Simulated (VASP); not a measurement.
# Sr2CuSO2 in VASP: further runs

Runs on Sr2CuSO2. Level: PBE. Tasks: single point.

Everything below comes from runs of VASP 6.6.1. Logs are shortened: lines on timing, memory, paths and dates and some standing lists are left out, and cuts for length are marked.

## 1. The cell of the first run

Symmetry: P4/mmm, No. 123, tetragonal system. Conventional cell: a = 3.928 Å, b = 3.928 Å, c = 6.927 Å, α = 90.00°, β = 90.00°, γ = 90.00°. Sr (site symmetry 4mm) has 4 O at 2.61 Å and 4 Cu at 3.27 Å and 4 S at 3.28 Å within 3.4 Å. Within 2.6 Å of Cu (site symmetry 4/mmm) lie 4 O at 1.96 Å. Within 4.3 Å of S (site symmetry 4/mmm) lie 8 Sr at 3.28 Å and 2 Cu at 3.46 Å and 4 S at 3.93 Å and 8 O at 3.98 Å. Within 2.6 Å of O (site symmetry mmm) lie 2 Cu at 1.96 Å.

## 2. Single point, PBE

INCAR reads:

```
SYSTEM = Sr2CuSO2
PREC = Accurate
ENCUT = 520
EDIFF = 1E-6
ISMEAR = -1
SIGMA = 0.05
LREAL = .False.
LASPH = .True.
NELM = 100
ALGO = Normal
ISIF = 2
LWAVE = .False.
LCHARG = .False.
GGA = PE
NBANDS = 34
```

KPOINTS reads:

```
Automatic mesh
0
Gamma
  7 7 4
  0 0 0
```

POSCAR reads:

```
Sr2CuSO2
1.0
    3.9281870843      0.0000000000      0.0000000000
    0.0000000000      3.9281870843      0.0000000000
    0.0000000000      0.0000000000      6.9268527188
Sr Cu S O
2 1 1 2
Direct
    0.0000000000      0.0000000000      0.7508430000
    0.0000000000      0.0000000000      0.2491570000
    0.5000000000      0.5000000000      0.0000000000
    0.5000000000      0.5000000000      0.5000000000
    0.5000000000      0.0000000000      0.0000000000
    0.0000000000      0.5000000000      0.0000000000
```

Potentials or basis: VASP PAW PBE potentials, release 64 (Sr_sv, Cu, S, O).

Started as:

```bash
cat potpaw_PBE.64/Sr_sv/POTCAR potpaw_PBE.64/Cu/POTCAR potpaw_PBE.64/S/POTCAR potpaw_PBE.64/O/POTCAR > POTCAR
mpirun -np 1 vasp_std > vasp.out
```

OUTCAR:

```text
SYSTEM = Sr2CuSO2
   PREC = Accurate
   ENCUT = 520
   EDIFF = 1E-6
   ISMEAR = -1
   LREAL = .False.
   LASPH = .True.
   NELM = 100
   ISIF = 2
   GGA = PE

 ion  position               nearest neighbor table
   1  0.000  0.000  0.751-   5 2.61   6 2.61   6 2.61   5 2.61   3 3.27   3 3.27   3 3.27   3 3.27
                             4 3.28   4 3.28   4 3.28   4 3.28   2 3.45   2 3.48
   2  0.000  0.000  0.249-   5 2.61   6 2.61   6 2.61   5 2.61   3 3.27   3 3.27   3 3.27   3 3.27
                             4 3.28   4 3.28   4 3.28   4 3.28   1 3.45   1 3.48
   3  0.500  0.500  0.000-   5 1.96   6 1.96   5 1.96   6 1.96   1 3.27   2 3.27   1 3.27   1 3.27
                             2 3.27   2 3.27   1 3.27   2 3.27
   4  0.500  0.500  0.500-   1 3.28   2 3.28   1 3.28   2 3.28   1 3.28   2 3.28   1 3.28   2 3.28

   5  0.500  0.000  0.000-   3 1.96   3 1.96   1 2.61   2 2.61   1 2.61   2 2.61
   6  0.000  0.500  0.000-   3 1.96   3 1.96   1 2.61   1 2.61   2 2.61   2 2.61

  LATTYP: Found a simple tetragonal cell.
 ALAT       =     3.9281870843
 C/A-ratio  =     1.7633713899

  Lattice vectors:

 A1 = (   3.9281870843,   0.0000000000,   0.0000000000)
 A2 = (   0.0000000000,   3.9281870843,   0.0000000000)
 A3 = (   0.0000000000,   0.0000000000,   6.9268527188)

Analysis of symmetry for initial positions (statically):
=====================================================================
 Subroutine PRICEL returns:
 Original cell was already a primitive cell.

 Routine SETGRP: Setting up the symmetry group for a
 simple tetragonal supercell.

 Subroutine GETGRP returns: Found 16 space group operations
 (whereof 16 operations were pure point group operations)
 out of a pool of 16 trial point group operations.

The static configuration has the point symmetry D_4h.

Analysis of symmetry for dynamics (positions and initial velocities):
=====================================================================
 Subroutine PRICEL returns:
 Original cell was already a primitive cell.

 Routine SETGRP: Setting up the symmetry group for a
 simple tetragonal supercell.

 Subroutine GETGRP returns: Found 16 space group operations
 (whereof 16 operations were pure point group operations)
 out of a pool of 16 trial point group operations.

The dynamic configuration has the point symmetry D_4h.

 Subroutine INISYM returns: Found 16 space group operations
 (whereof 16 operations are pure point group operations),
 and found     1 'primitive' translations

----------------------------------------------------------------------------------------

                                     Primitive cell

  volume of cell :     106.8859

  direct lattice vectors                    reciprocal lattice vectors
     3.928187084  0.000000000  0.000000000     0.254570360  0.000000000  0.000000000
     0.000000000  3.928187084  0.000000000     0.000000000  0.254570360  0.000000000
     0.000000000  0.000000000  6.926852719     0.000000000  0.000000000  0.144365708

  length of vectors
     3.928187084  3.928187084  6.926852719     0.254570360  0.254570360  0.144365708

  position of ions in fractional coordinates (direct lattice)
     0.000000000  0.000000000  0.750843000
     0.000000000  0.000000000  0.249157000
     0.500000000  0.500000000  0.000000000
     0.500000000  0.500000000  0.500000000
     0.500000000  0.000000000  0.000000000
     0.000000000  0.500000000  0.000000000

  ion indices of the primitive-cell ions
   primitive index   ion index
                 1           1
                 2           2
                 3           3
                 4           4
                 5           5
                 6           6

----------------------------------------------------------------------------------------

 KPOINTS: Automatic mesh

Automatic generation of k-mesh.
 Grid dimensions read from file:
 generate k-points for:    7    7    4

 Generating k-lattice:

  Cartesian coordinates                     Fractional coordinates (reciprocal lattice)
     0.036367194  0.000000000  0.000000000     0.142857143  0.000000000  0.000000000
     0.000000000  0.036367194  0.000000000     0.000000000  0.142857143  0.000000000
     0.000000000  0.000000000  0.036091427     0.000000000  0.000000000  0.250000000

  Length of vectors
     0.036367194  0.036367194  0.036091427

  Shift w.r.t. Gamma in fractional coordinates (k-lattice)
     0.000000000  0.000000000  0.000000000

 Subroutine IBZKPT returns following result:
 ===========================================

 Found     30 irreducible k-points:

 Following reciprocal coordinates:
            Coordinates               Weight
  0.000000  0.000000  0.000000      1.000000
  0.142857  0.000000  0.000000      4.000000
  0.285714  0.000000  0.000000      4.000000
  0.428571  0.000000  0.000000      4.000000
  0.142857  0.142857  0.000000      4.000000
  0.285714  0.142857  0.000000      8.000000
[... 16 lines left out ...]
[... 32 lines left out ...]
   NELECT =      49.0000    total number of electrons
   NUPDOWN=      -1.0000    fix difference up-down
   EMIN   =  10.00;   EMAX   =-10.00  energy-range for DOS
   EFERMI =   0.00;   METHOD = LEGACY
   ISMEAR =    -1;   SIGMA  =   0.05  broadening in eV -4-tet -1-fermi 0-gaus
   EFERMI_NEDOS =   21; number of points for ismear=-14 and -15
   IALGO  =     38    algorithm
   IMIX   =      4    mixing-type and parameters
     AMIX     =   0.40;   BMIX     =  1.00
     AMIX_MAG =   1.60;   BMIX_MAG =  1.00
  volume/ion in A,a.u.               =      17.81       120.22
  Fermi-wavevector in a.u.,A,eV,Ry     =   1.262312  2.385424 21.679958  1.593432
  Thomas-Fermi vector in A             =   2.395727
   LORBIT       =      0    0 simple, 1 ext, 2 COOP (PROOUT), +10 PAW based schemes
   GGA     = PE    functional components
   LHFCALC =     F    Hartree Fock is set to
   AEXX    =    0.0000 exact exchange contribution
   IVDW    =     0    specifies the selected vdW correction
   LEPSILON=     F    determine dielectric tensor
   LRPA    =     F    only Hartree local field effects (RPA)
 non-spin polarized calculation
  energy-cutoff  :      520.00
  volume of cell :      106.89
 maximum number of plane-waves:      2937
 NGX is ok and might be reduce to    30
   NGX = 15   NGY = 15   NGZ = 25

 number of electron      49.0000007 magnetization

 Free energy of the ion-electron system (eV)
  ---------------------------------------------------
  ext. energy  EPLUGINS =         0.00000000
  ---------------------------------------------------
  free energy    TOTEN  =       -31.97260468 eV

  energy without entropy =      -31.95893206  energy(sigma->0) =      -31.96576837

 E-fermi :   3.1958     XC(G=0): -10.0003

 val. band max:        3.1498999795   @ k =   0.2857   0.1429   0.5000
 cond. band min:       3.2485200154   @ k =   0.4286   0.1429   0.0000
 fundamental gap:      0.0986200360
 Fermi energy:         3.1957981374

 k-point     1 :       0.0000    0.0000    0.0000
  band No.  band energies     occupation
      1     -30.8103      2.00000
      2     -30.7373      2.00000
      3     -15.3048      2.00000
      4     -13.6547      2.00000
      5     -12.7707      2.00000
      6     -12.7707      2.00000
[... 26 lines left out ...]
     33      10.6233      0.00000
     34      10.7728      0.00000

 k-point     2 :       0.1429    0.0000    0.0000
  band No.  band energies     occupation
      1     -30.8067      2.00000
      2     -30.7344      2.00000
      3     -15.2420      2.00000
      4     -13.8042      2.00000
      5     -12.7887      2.00000
      6     -12.7647      2.00000
[... 26 lines left out ...]
     33       9.9800      0.00000
     34      10.9728      0.00000

 k-point     3 :       0.2857    0.0000    0.0000
  band No.  band energies     occupation
      1     -30.7986      2.00000
      2     -30.7278      2.00000
      3     -15.0704      2.00000
      4     -14.1341      2.00000
      5     -12.8297      2.00000
      6     -12.7511      2.00000
[... 26 lines left out ...]
     33      10.1278      0.00000
     34      10.5981      0.00000
[... 704 lines left out ...]
 k-point    23 :       0.2857    0.0000    0.5000
  band No.  band energies     occupation
      1     -30.7663      2.00000
      2     -30.7606      2.00000
      3     -15.0236      2.00000
      4     -14.1014      2.00000
      5     -12.9254      2.00000
      6     -12.8971      2.00000
[... 26 lines left out ...]
     33       9.5445      0.00000
     34       9.6614      0.00000

 k-point    24 :       0.4286    0.0000    0.5000
  band No.  band energies     occupation
      1     -30.7600      2.00000
      2     -30.7550      2.00000
      3     -14.8097      2.00000
      4     -14.4026      2.00000
      5     -13.0186      2.00000
      6     -12.8890      2.00000
[... 26 lines left out ...]
     33      10.1727      0.00000
     34      10.2206      0.00000

 [... further k-points ...]
[... 5 lines left out ...]
  --------------------------------------------------------------------------------------
  -------------------------------------------------------------------------------------
  Total       -0.9624581     -0.9624581     -0.7200054      0.0000000      0.0000000     -0.0000000
  in kB      -14.4268707    -14.4268707    -10.7925987      0.0000000      0.0000000     -0.0000000
  external PRESSURE =     -13.2154467 kB  Pullay stress =       0.0000000 kB

 VOLUME and BASIS-vectors are now :
 -----------------------------------------------------------------------------
  energy-cutoff  :      520.00
  volume of cell :      106.89
      direct lattice vectors                 reciprocal lattice vectors
     3.928187084  0.000000000  0.000000000     0.254570360  0.000000000  0.000000000
     0.000000000  3.928187084  0.000000000     0.000000000  0.254570360  0.000000000
     0.000000000  0.000000000  6.926852719     0.000000000  0.000000000  0.144365708

 POSITION                                       TOTAL-FORCE (eV/Angst)
 -----------------------------------------------------------------------------------
      0.00000      0.00000      5.20098         0.000000     -0.000000      0.171009
      0.00000      0.00000      1.72587        -0.000000     -0.000000     -0.171009
      1.96409      1.96409      0.00000         0.000000      0.000000      0.000000
      1.96409      1.96409      3.46343         0.000000      0.000000      0.000000
      1.96409      0.00000      0.00000         0.000000      0.000000      0.000000
      0.00000      1.96409      0.00000         0.000000      0.000000      0.000000
 -----------------------------------------------------------------------------------
    total drift:                                0.000000      0.000000      0.000000

  FREE ENERGIE OF THE ION-ELECTRON SYSTEM (eV)
  ---------------------------------------------------
  free  energy   TOTEN  =       -31.9726046801 eV

  energy  without entropy=      -31.9589320582  energy(sigma->0) =      -31.96576837
```

It took 2.3 min on 1 thread of Intel Xeon 6975P-C, shared host; peak memory 0.28 GiB.

Results:

```yaml
Free_energy: -31.9726 eV
Pressure: -1.3 GPa
Largest_force: 0.171 eV/Å
```

Forces on the atoms (eV/Å):
```
Sr   0.000  0.000  0.171
Sr   0.000  0.000 -0.171
Cu   0.000  0.000  0.000
S    0.000  0.000  0.000
O    0.000  0.000  0.000
O    0.000  0.000  0.000
```

Caveat: an odd number of electrons without spin polarisation forces a metal; a magnetic or distorted state may lie lower; semilocal functionals often make such compounds metallic where correlation or magnetic order opens a gap, which also shifts bond lengths. With open d or f shells a metallic result of PBE can be an artefact of self-interaction; +U or a hybrid may open a gap.

## 3. Single point, PBE

This run uses another cell than the first one, of 18.16 Å³/atom, 1.020 times its volume.

INCAR reads:

```
  PREC = Accurate
  ENCUT = 520
  EDIFF = 1E-6
  ISMEAR = -1
  SIGMA = 0.05
  LREAL = F
  LASPH = T
  NELM = 100
  ALGO = Normal
  ISIF = 2
  LWAVE = F
  LCHARG = T
  GGA = PE
  LELF = T
  LVHAR = T
  NBANDS = 34
```

KPOINTS reads:

```
regular mesh
0
Gamma
  7 7 4
```

Edit POSCAR of step 2 so:

```diff
@@ -2,5 +2,5 @@
 1.0
-    3.9281870843      0.0000000000      0.0000000000
-    0.0000000000      3.9281870843      0.0000000000
-    0.0000000000      0.0000000000      6.9268527188
+    3.9536955074      0.0000000000      0.0000000000
+    0.0000000000      3.9536955074      0.0000000000
+    0.0000000000      0.0000000000      6.9718335423
 Sr Cu S O
```

Potentials or basis: VASP PAW PBE potentials, release 64 (Sr_sv, Cu, S, O).

Started as:

```bash
cat potpaw_PBE.64/Sr_sv/POTCAR potpaw_PBE.64/Cu/POTCAR potpaw_PBE.64/S/POTCAR potpaw_PBE.64/O/POTCAR > POTCAR
mpirun -np 1 vasp_std > vasp.out
```

Run time: 2.4 min. Hardware: 1 thread of Intel Xeon 6975P-C, shared host; peak memory 0.29 GiB.

Results (log left out):

* Free energy: -31.9471 eV
* Pressure: -2.8 GPa
* Largest force: 0.271 eV/Å

Forces in eV/Å, atoms in the order of the input:
```
Sr   0.000  0.000  0.271
Sr   0.000  0.000 -0.271
Cu   0.000  0.000  0.000
S    0.000  0.000  0.000
O    0.000  0.000  0.000
O    0.000  0.000  0.000
```

Stress tensor (GPa, compression positive):
```
-3.08  0.00  0.00
 0.00 -3.08  0.00
 0.00  0.00 -2.16
```

Levels at points of the mesh, in eV from the Fermi level:
| k point | band 22 | band 23 | band 24 | band 25 | band 26 | band 27 | band 28 | band 29 |
| --- | --- | --- | --- | --- | --- | --- | --- | --- |
| (0.00, 0.00, 0.00) | -1.57 | -1.01 | -0.38 | -0.38 | 2.07 | 3.12 | 3.42 | 5.89 |
| (0.00, 0.00, 0.50) | -1.51 | -1.25 | -0.47 | -0.47 | 3.77 | 3.88 | 4.26 | 4.31 |

Caveat: an odd number of electrons without spin polarisation forces a metal; a magnetic or distorted state may lie lower; semilocal functionals often make such compounds metallic where correlation or magnetic order opens a gap, which also shifts bond lengths.

## 4. Single point, PBE

This run uses another cell than the first one, of 18.51 Å³/atom, 1.039 times its volume.

INCAR reads:

```
SYSTEM = Sr2CuSO2
  PREC = Accurate
  ENCUT = 520
  EDIFF = 1E-6
  ISMEAR = -1
  SIGMA = 0.05
  LREAL = .FALSE.
  LASPH = .TRUE.
  NELM = 60
  ALGO = Normal
  ISIF = 2
  LWAVE = .FALSE.
  LCHARG = .FALSE.
  GGA = PE
  NBANDS = 34
```

KPOINTS reads:

```
regular mesh
0
G
  7 7 4
  0 0 0
```

Edit POSCAR of step 3 so:

```diff
@@ -2,5 +2,5 @@
 1.0
-    3.9536955074      0.0000000000      0.0000000000
-    0.0000000000      3.9536955074      0.0000000000
-    0.0000000000      0.0000000000      6.9718335423
+    3.9788789603      0.0000000000      0.0000000000
+    0.0000000000      3.9788789603      0.0000000000
+    0.0000000000      0.0000000000      7.0162413227
 Sr Cu S O
```

Started as:

```bash
cat potpaw_PBE.64/Sr_sv/POTCAR potpaw_PBE.64/Cu/POTCAR potpaw_PBE.64/S/POTCAR potpaw_PBE.64/O/POTCAR > POTCAR
mpirun -np 1 vasp_std > vasp.out
```

Wall time 2.3 min (1 thread of Intel Xeon 6975P-C, shared host); peak memory 0.29 GiB.

It converged, with:

```
Free energy   : -31.9036 eV
Pressure      : -4.1 GPa
Largest force : 0.364 eV/Å
```

Forces on the atoms (eV/Å):
```
Sr   0.000  0.000  0.364
Sr   0.000  0.000 -0.364
Cu   0.000  0.000  0.000
S    0.000  0.000  0.000
O    0.000  0.000  0.000
O    0.000  0.000  0.000
```

Stress tensor (GPa, compression positive):
```
-4.53  0.00  0.00
 0.00 -4.53  0.00
 0.00  0.00 -3.12
```

Levels at points of the mesh, in eV from the Fermi level:
```
           k point  band 21  band 22  band 23  band 24  band 25  band 26  band 27  band 28  band 29  band 30
(0.00, 0.00, 0.00)    -1.50    -1.50    -0.96    -0.35    -0.35     2.06     3.08     3.46     5.86     6.04
(0.00, 0.00, 0.50)    -1.44    -1.44    -1.21    -0.43    -0.43     3.77     3.81     4.23     4.28     4.65
```

Caveat: an odd number of electrons without spin polarisation forces a metal; a magnetic or distorted state may lie lower; semilocal functionals often make such compounds metallic where correlation or magnetic order opens a gap, which also shifts bond lengths. With open d or f shells a metallic result of PBE can be an artefact of self-interaction; +U or a hybrid may open a gap.

## 5. Single point, PBE (atoms moved at random)

INCAR reads:

```
SYSTEM = Sr2CuSO2
PREC     = Accurate       ! precision mode
ENCUT    = 520            ! plane-wave cutoff, eV
EDIFF    = 1E-6           ! SCF threshold, eV
ISMEAR   = -1             ! smearing method
SIGMA    = 0.05           ! smearing width, eV
LREAL    = .False.        ! projectors in reciprocal space
LASPH    = .True.         ! aspherical terms in the spheres
NELM     = 60             ! most SCF steps
ALGO     = Normal         ! electronic algorithm
ISIF     = 2              ! what is computed and relaxed
LWAVE    = .False.        ! write WAVECAR
LCHARG   = .False.        ! write CHGCAR
GGA      = PE             ! functional
NBANDS   = 34             ! bands
```

KPOINTS reads:

```
Automatic mesh
0
Gamma
  7 7 4
  0 0 0
```

POSCAR reads:

```
Sr2CuSO2
1.0
    3.9023430000      0.0000000000      0.0000000000
    0.0000000000      3.9023430000      0.0000000000
    0.0000000000      0.0000000000      6.8812800000
Sr Cu S O
2 1 1 2
Direct
    0.0005330000      0.0006860000      0.7436110000
   -0.0005620000     -0.0049180000      0.2428590000
    0.4888360000      0.5063220000     -0.0036160000
    0.5091690000      0.4895400000      0.5033420000
    0.4971710000     -0.0007140000      0.0057550000
   -0.0032250000      0.4983540000     -0.0044160000
```

Started as:

```bash
cat potpaw_PBE.64/Sr_sv/POTCAR potpaw_PBE.64/Cu/POTCAR potpaw_PBE.64/S/POTCAR potpaw_PBE.64/O/POTCAR > POTCAR
mpirun -np 1 vasp_std > vasp.out
```

It took 7.3 min on 1 thread of Intel Xeon 6975P-C, shared host; peak memory 0.46 GiB.

Results (log left out):

```yaml
Free_energy: -31.9488 eV
Pressure: 0.4 GPa
Largest_force: 0.682 eV/Å
```

Forces on the atoms (eV/Å):
```
Sr  -0.042 -0.006  0.236
Sr  -0.059  0.060  0.055
Cu   0.517 -0.445  0.002
S   -0.063  0.057 -0.050
O   -0.018  0.295 -0.206
O   -0.334  0.038 -0.037
```

Stress tensor (GPa, compression positive):
```
0.64 0.00 0.02
0.00 0.42 0.15
0.02 0.15 0.23
```

Levels at points of the mesh, in eV from the Fermi level:
| k point | band 22 | band 23 | band 24 | band 25 | band 26 | band 27 | band 28 | band 29 |
| --- | --- | --- | --- | --- | --- | --- | --- | --- |
| (0.00, 0.00, 0.00) | -1.60 | -1.13 | -0.48 | -0.48 | 2.06 | 3.22 | 3.30 | 5.92 |
| (0.00, 0.00, 0.50) | -1.54 | -1.35 | -0.58 | -0.58 | 3.72 | 4.00 | 4.13 | 4.43 |

Caveat: the cell differs from its parent crystal (atoms moved at random); an odd number of electrons without spin polarisation forces a metal; a magnetic or distorted state may lie lower; semilocal functionals often make such compounds metallic where correlation or magnetic order opens a gap, which also shifts bond lengths.

## 6. Overview

```csv
cell,gap on the mesh (eV),pressure (GPa),largest force (eV/Å)
"a = 3.928, b = 3.928, c = 6.927 Å, 6 atoms",none,-1.3,0.17
"a = 3.954, b = 3.954, c = 6.972 Å, 6 atoms",none,-2.8,0.27
"a = 3.979, b = 3.979, c = 7.016 Å, 6 atoms",none,-4.1,0.36
"a = 3.902, b = 3.902, c = 6.881 Å, 6 atoms",none,0.4,0.68
```

Alike in all rows: task single point; level PBE; potentials or basis VASP PAW PBE potentials, release 64 (Sr_sv, Cu, S, O); no spin polarisation; k mesh 7 × 7 × 4; cutoff (eV) 520; smearing fermi-dirac 0.05 eV.

Caveats: an odd number of electrons without spin polarisation forces a metal; a magnetic or distorted state may lie lower; semilocal functionals often make such compounds metallic where correlation or magnetic order opens a gap, which also shifts bond lengths.

Total energies depend on the potentials used, so only differences within one code and one set of settings carry meaning.
